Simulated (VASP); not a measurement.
# CuO in VASP: notebook

Aim: see how the results for CuO move with the level of theory and the settings. Levels: PBEsol+D3(BJ), r2SCAN+D4. Tasks: single point.

Everything below comes from runs of VASP 6.6.1. Logs are shortened: lines on timing, memory, paths and dates and some standing lists are left out, and cuts for length are marked.

**1. The cell of the first run**

The typed cell holds 4 atoms: a = 2.864 Å, b = 2.864 Å, c = 5.085 Å, α = 90.00°, β = 90.00°, γ = 89.62°.

**2. Single point, PBEsol+D3(BJ)**

Contents of INCAR:

```
SYSTEM = CuO
PREC = Accurate ; ENCUT = 700
EDIFF = 1E-6 ; ISMEAR = -1
SIGMA = 0.05 ; LREAL = .False.
LASPH = .True. ; NELM = 120
ALGO = Normal ; ISIF = 2
LWAVE = .False. ; LCHARG = .False.
GGA = PS ; IVDW = 12
NBANDS = 33 ; GGA_COMPAT = .False.
```

Contents of KPOINTS:

```
Automatic mesh
0
Gamma
  10 10 5
  0 0 0
```

Contents of POSCAR:

```
CuO
1.0
    2.0258930551     -2.0185469410      0.1576774117
    2.0258930551      2.0185469410      0.1576774117
   -0.3947959544      0.0000000000      5.0700278665
Cu O
2 2
Direct
    0.5000000000      0.0000000000      0.5000000000
    0.0000000000      0.5000000000      0.0000000000
    0.5000691595      0.4999308405      0.7500000000
    0.4999308405      0.5000691595      0.2500000000
```

Potentials or basis: VASP PAW PBE potentials, release 64 (Cu_sv_GW, O).

On the command line:

```console
$ cat potpaw_PBE.64/Cu_sv_GW/POTCAR potpaw_PBE.64/O/POTCAR > POTCAR
$ mpirun -np 1 vasp_std > vasp.out
```

OUTCAR:

```text
SYSTEM = CuO
   PREC = Accurate
   ENCUT = 700
   EDIFF = 1E-6
   ISMEAR = -1
   LREAL = .False.
   LASPH = .True.
   NELM = 120
   ISIF = 2
   GGA = PS
   IVDW = 12
 IVDW          = 12

 ion  position               nearest neighbor table
   1  0.500  0.000  0.500-   3 1.91   4 1.91   4 1.92   3 1.92
   2  0.000  0.500  0.000-   3 1.91   4 1.91   3 1.92   4 1.92
   3  0.500  0.500  0.750-   1 1.91   2 1.91   1 1.92   2 1.92
   4  0.500  0.500  0.250-   1 1.91   2 1.91   2 1.92   1 1.92

  LATTYP: Found a base centered monoclinic cell.
 ALAT       =     4.0640397817
 B/A-ratio  =     0.9933696762
 C/A-ratio  =     1.2513105217
 COS(beta)  =    -0.0000373066

  Lattice vectors:

 A1 = (   2.0258930551,  -2.0185469410,   0.1576774117)
 A2 = (   2.0258930551,   2.0185469410,   0.1576774117)
 A3 = (  -0.3947959544,   0.0000000000,   5.0700278665)

Analysis of symmetry for initial positions (statically):
=====================================================================
 Subroutine PRICEL returns:
 Original cell was already a primitive cell.

 Routine SETGRP: Setting up the symmetry group for a
 base centered monoclinic supercell.

 Subroutine GETGRP returns: Found  4 space group operations
 (whereof  2 operations were pure point group operations)
 out of a pool of  4 trial point group operations.

The static configuration has the point symmetry S_2 .
 The point group associated with its full space group is C_2h.

Analysis of symmetry for dynamics (positions and initial velocities):
=====================================================================
 Subroutine PRICEL returns:
 Original cell was already a primitive cell.

 Routine SETGRP: Setting up the symmetry group for a
 base centered monoclinic supercell.

 Subroutine GETGRP returns: Found  4 space group operations
 (whereof  2 operations were pure point group operations)
 out of a pool of  4 trial point group operations.

The dynamic configuration has the point symmetry S_2 .
 The point group associated with its full space group is C_2h.

 Subroutine INISYM returns: Found  4 space group operations
 (whereof  2 operations are pure point group operations),
 and found     1 'primitive' translations

----------------------------------------------------------------------------------------

                                     Primitive cell

  volume of cell :      41.7177

  direct lattice vectors                    reciprocal lattice vectors
     2.025893055 -2.018546941  0.157677412     0.245317963 -0.247702934  0.019102565
     2.025893055  2.018546941  0.157677412     0.245317963  0.247702934  0.019102565
    -0.394795954  0.000000000  5.070027867    -0.015258733  0.000000000  0.196049399

  length of vectors
     2.864199118  2.864199118  5.085375740     0.349145463  0.349145463  0.196642304

  position of ions in fractional coordinates (direct lattice)
     0.500000000  1.000000000  0.500000000
     1.000000000  0.500000000  0.000000000
     0.500069160  0.499930840  0.750000000
     0.499930840  0.500069160  0.250000000

  ion indices of the primitive-cell ions
   primitive index   ion index
                 1           1
                 2           2
                 3           3
                 4           4

----------------------------------------------------------------------------------------

 KPOINTS: Automatic mesh

Automatic generation of k-mesh.
 Grid dimensions read from file:
 generate k-points for:   10   10    5

 Generating k-lattice:

  Cartesian coordinates                     Fractional coordinates (reciprocal lattice)
     0.024531796 -0.024770293  0.001910257     0.100000000 -0.000000000  0.000000000
     0.024531796  0.024770293  0.001910257    -0.000000000  0.100000000  0.000000000
    -0.003051747  0.000000000  0.039209880    -0.000000000 -0.000000000  0.200000000

  Length of vectors
     0.034914546  0.034914546  0.039328461

  Shift w.r.t. Gamma in fractional coordinates (k-lattice)
     0.000000000  0.000000000  0.000000000

 Subroutine IBZKPT returns following result:
 ===========================================

 Found    141 irreducible k-points:

 Following reciprocal coordinates:
            Coordinates               Weight
  0.000000  0.000000  0.000000      1.000000
  0.100000 -0.000000 -0.000000      4.000000
  0.200000 -0.000000 -0.000000      4.000000
  0.300000 -0.000000 -0.000000      4.000000
  0.400000 -0.000000  0.000000      4.000000
  0.500000  0.000000  0.000000      2.000000
[... 16 lines left out ...]
  0.300000  0.300000  0.000000      2.000000
  0.400000  0.300000  0.000000      4.000000
 [... further k-points ...]
   k-points           NKPTS =    141   k-points in BZ     NKDIM =    141   number of bands    NBANDS=     33
   number of dos      NEDOS =    301   number of ions     NIONS =      4
   total plane-waves  NPLWV =  37632
   dimension x,y,z NGX =    28 NGY =   28 NGZ =   48
   dimension x,y,z NGXF=    56 NGYF=   56 NGZF=   96
   ions per type =               2   2
   NGX,Y,Z   is equivalent  to a cutoff of  16.25, 16.25, 15.69 a.u.
   NGXF,Y,Z  is equivalent  to a cutoff of  32.50, 32.50, 31.38 a.u.
 SYSTEM =  CuO
   PREC   = accura    normal or accurate (medium, high low for compatibility)
   ISTART =      0    job   : 0-new  1-cont  2-samecut
   ICHARG =      2    charge: 1-file 2-atom 10-const
   ISPIN  =      1    spin polarized calculation?
   LNONCOLLINEAR =      F non collinear calculations
   LSORBIT =      F    spin-orbit coupling
   LASPH  =      T    aspherical Exc in radial PAW
   ENCUT  =  700.0 eV  51.45 Ry    7.17 a.u.   6.18  6.18 10.97*2*pi/ulx,y,z
   NELM   =    120;   NELMIN=  2; NELMDL= -5     # of ELM steps
   EDIFF  = 0.1E-05   stopping-criterion for ELM
   LREAL  =      F    real-space projection
   EDIFFG = 0.1E-04   stopping-criterion for IOM
   NSW    =      0    number of steps for IOM
   IBRION =     -1    ionic relax: 0-MD 1-quasi-New 2-CG
   NFREE  =      0    steps in history (QN), initial steepest desc. (CG)
   ISIF   =      2    stress and relaxation
   ISYM   =      2    0-nonsym 1-usesym 2-fastsym
   POTIM  = 0.5000    time-step for ionic-motion
   TEBEG  =    0.0;   TEEND  =   0.0 temperature during run
   PSTRESS=    0.0 pullay stress
   NELECT =      50.0000    total number of electrons
   NUPDOWN=      -1.0000    fix difference up-down
   EMIN   =  10.00;   EMAX   =-10.00  energy-range for DOS
   EFERMI =   0.00;   METHOD = LEGACY
   ISMEAR =    -1;   SIGMA  =   0.05  broadening in eV -4-tet -1-fermi 0-gaus
   EFERMI_NEDOS =   21; number of points for ismear=-14 and -15
   IALGO  =     38    algorithm
   IMIX   =      4    mixing-type and parameters
     AMIX     =   0.40;   BMIX     =  1.00
     AMIX_MAG =   1.60;   BMIX_MAG =  1.00
  volume/ion in A,a.u.               =      10.43        70.38
  Fermi-wavevector in a.u.,A,eV,Ry     =   1.738968  3.286173 41.144142  3.024009
  Thomas-Fermi vector in A             =   2.811899
   LORBIT       =      0    0 simple, 1 ext, 2 COOP (PROOUT), +10 PAW based schemes
   GGA     = PS    functional components
   LHFCALC =     F    Hartree Fock is set to
   AEXX    =    0.0000 exact exchange contribution
   IVDW    =    12    specifies the selected vdW correction
   LEPSILON=     F    determine dielectric tensor
   LRPA    =     F    only Hartree local field effects (RPA)
 non-spin polarized calculation
  energy-cutoff  :      700.00
  volume of cell :       41.72
 maximum number of plane-waves:      1778
 NGX is ok and might be reduce to    28
   NGX = 13   NGY = 13   NGZ = 21

 number of electron      50.0000010 magnetization

 Free energy of the ion-electron system (eV)
  ---------------------------------------------------
  ext. energy  EPLUGINS =         0.00000000
  ---------------------------------------------------
  free energy    TOTEN  =       -21.66541908 eV

  energy without entropy =      -21.64477146  energy(sigma->0) =      -21.65509527

 E-fermi :   5.5200     XC(G=0): -12.2983

 val. band max:        5.5009099802   @ k =  -0.1000   0.5000   0.2000
 cond. band min:       5.5302807272   @ k =  -0.3000   0.5000   0.4000
 fundamental gap:      0.0293707469
 Fermi energy:         5.5199867714

 k-point     1 :       0.0000    0.0000    0.0000
  band No.  band energies     occupation
      1    -107.0637      2.00000
      2    -107.0634      2.00000
      3     -64.7180      2.00000
      4     -64.7180      2.00000
      5     -64.6792      2.00000
      6     -64.6696      2.00000
[... 25 lines left out ...]
     32      20.3084      0.00000
     33      20.6667      0.00000

 k-point     2 :       0.1000   -0.0000   -0.0000
  band No.  band energies     occupation
      1    -107.0639      2.00000
      2    -107.0632      2.00000
      3     -64.7196      2.00000
      4     -64.7181      2.00000
      5     -64.6789      2.00000
      6     -64.6698      2.00000
[... 25 lines left out ...]
     32      20.5275      0.00000
     33      20.6165      0.00000

 k-point     3 :       0.2000   -0.0000   -0.0000
  band No.  band energies     occupation
      1    -107.0634      2.00000
      2    -107.0633      2.00000
      3     -64.7236      2.00000
      4     -64.7179      2.00000
      5     -64.6777      2.00000
      6     -64.6704      2.00000
[... 25 lines left out ...]
     32      20.5497      0.00000
     33      21.0460      0.00000

 k-point     4 :       0.3000   -0.0000   -0.0000
  band No.  band energies     occupation
      1    -107.0632      2.00000
      2    -107.0631      2.00000
      3     -64.7292      2.00000
      4     -64.7175      2.00000
      5     -64.6764      2.00000
      6     -64.6709      2.00000
[... 673 lines left out ...]
     32      17.5410      0.00000
     33      21.2143      0.00000

 k-point    23 :       0.3000    0.3000    0.0000
  band No.  band energies     occupation
      1    -107.0624      2.00000
      2    -107.0624      2.00000
      3     -64.7296      2.00000
      4     -64.7271      2.00000
      5     -64.6738      2.00000
      6     -64.6707      2.00000
[... 25 lines left out ...]
     32      17.5165      0.00000
     33      20.4461      0.00000

 k-point    24 :       0.4000    0.3000    0.0000
  band No.  band energies     occupation
      1    -107.0624      2.00000
      2    -107.0623      2.00000
      3     -64.7332      2.00000
      4     -64.7278      2.00000
      5     -64.6728      2.00000
      6     -64.6712      2.00000
[... 25 lines left out ...]
     32      17.7989      0.00000
     33      19.3252      0.00000

 [... further k-points ...]

------------------------ aborting loop because EDIFF is reached ----------------------------------------

 Edisp (eV)   -0.91191

 E8    (eV) :    -0.5539

  FORCE on cell =-STRESS in cart. coord.  units (eV):
  Direction    XX          YY          ZZ          XY          YZ          ZX
  --------------------------------------------------------------------------------------
  -------------------------------------------------------------------------------------
  Total      -0.75012    -0.73497    -0.71955     0.00000     0.00000     0.00219
  in kB     -28.80857   -28.22661   -27.63448     0.00000     0.00000     0.08417
  external pressure =      -28.22 kB  Pullay stress =        0.00 kB

 VOLUME and BASIS-vectors are now :
 -----------------------------------------------------------------------------
  energy-cutoff  :      700.00
  volume of cell :       41.72
      direct lattice vectors                 reciprocal lattice vectors
     2.025893055 -2.018546941  0.157677412     0.245317963 -0.247702934  0.019102565
     2.025893055  2.018546941  0.157677412     0.245317963  0.247702934  0.019102565
    -0.394795954  0.000000000  5.070027867    -0.015258733  0.000000000  0.196049399

 POSITION                                       TOTAL-FORCE (eV/Angst)
 -----------------------------------------------------------------------------------
      0.81555     -1.00927      2.61385         0.000000      0.000000      0.000000
      1.01295      1.00927      0.07884         0.000000      0.000000      0.000000
      1.72980     -0.00028      3.96020        -0.000000      0.001928      0.000000
      1.92719      0.00028      1.42518         0.000000     -0.001928     -0.000000
 -----------------------------------------------------------------------------------
    total drift:                               -0.000000      0.000000      0.000000

  FREE ENERGIE OF THE ION-ELECTRON SYSTEM (eV)
  ---------------------------------------------------
  free  energy   TOTEN  =       -22.5773277251 eV

  energy  without entropy=      -22.5566800996  energy(sigma->0) =      -22.56700391
```

It took 5.7 min on 1 thread of Intel Xeon Platinum 8259CL at 2.50GHz (Skylake/Cascade Lake), shared host; peak memory 0.41 GiB.

What came out:

```
Free energy                : -22.5773 eV
Pressure                   : -2.8 GPa
Band gap on the k mesh     : zero (bands 25 and 26 overlap by 0.98 eV)
Dispersion energy per atom : -0.228 eV
```

Stress tensor (GPa, compression positive):
```
-2.88  0.00  0.01
 0.00 -2.82  0.00
 0.01  0.00 -2.76
```

Caveat: the PAW data sets were made with another functional, which shifts forces and pressure a little; semilocal functionals often make such compounds metallic where correlation or magnetic order opens a gap, which also shifts bond lengths.

(Continued in part 2 of 2.)
